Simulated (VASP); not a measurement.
Be16CO: single point with PBE

Slab: Be16CO, a slab with vacuum.

```
Be C O
1.0
     4.52544    0.00000    0.00000
    -2.26272    3.91914    0.00000
     0.00000    0.00000   23.47617
Be C O
16 1 1
Direct
  0.33333 0.16667 0.17039
  0.33333 0.66667 0.17039
  0.83333 0.16667 0.17039
  0.83333 0.66667 0.17039
  0.16667 0.33333 0.24635
  0.16667 0.83333 0.24635
  0.66667 0.33333 0.24635
  0.66667 0.83333 0.24635
  0.33333 0.16667 0.32419
  0.33333 0.66667 0.32419
  0.83333 0.16667 0.32419
  0.83333 0.66667 0.32419
  0.16667 0.33333 0.40365
  0.16667 0.83333 0.40365
  0.66667 0.33333 0.40365
  0.66667 0.83333 0.40365
  0.16667 0.33333 0.53016
  0.30962 0.19038 0.54295
```

* Program: VASP 6.6.1
* Task: single point
* Functional: PBE
* Potentials or basis: VASP PAW PBE potentials, release 64 (Be, C, O)
* Cutoff: 520 eV
* k mesh: 6 × 6 × 1
* Occupations: gaussian, width 0.1 eV
* Spin: no spin polarisation

```yaml
Largest_force: 1.598 eV/Å
Band_gap_on_the_k_mesh: zero (band 21 reaches -0.75 eV, above the bottom of band 22 at -3.02 eV)
```

Forces on the atoms (eV/Å):
```
Be  -0.004  0.002 -0.187
Be  -0.001 -0.003 -0.186
Be   0.002  0.002 -0.186
Be   0.001  0.000 -0.190
Be  -0.001  0.001  0.264
Be   0.001 -0.002  0.253
Be   0.002  0.000  0.253
Be   0.000  0.000  0.236
Be   0.014 -0.008 -0.031
Be   0.000  0.014 -0.020
Be  -0.012 -0.007 -0.020
Be  -0.002  0.001 -0.045
Be  -0.014  0.008 -0.051
Be  -0.001  0.004 -0.122
Be  -0.004 -0.002 -0.122
Be   0.005 -0.003 -0.111
C    1.316 -0.760  0.493
O   -1.304  0.753 -0.227
```

Levels at points of the mesh, in eV from the Fermi level:
```
           k point  band 20  band 21  band 22  band 23  band 24  band 25
(0.00, 0.00, 0.00)    -1.70    -1.70    -1.69     2.74     2.93     2.98
(0.50, 0.00, 0.00)     0.11     0.20     0.83     0.83     2.77     3.10
(0.50, 0.50, 0.00)     0.14     0.16     0.83     0.84     2.98     3.18
```

Wall time 4.2 min on 1 thread of Intel(R) Xeon(R) 6975P-C (Granite Rapids), with other jobs on the host, peak memory 0.56 GiB.
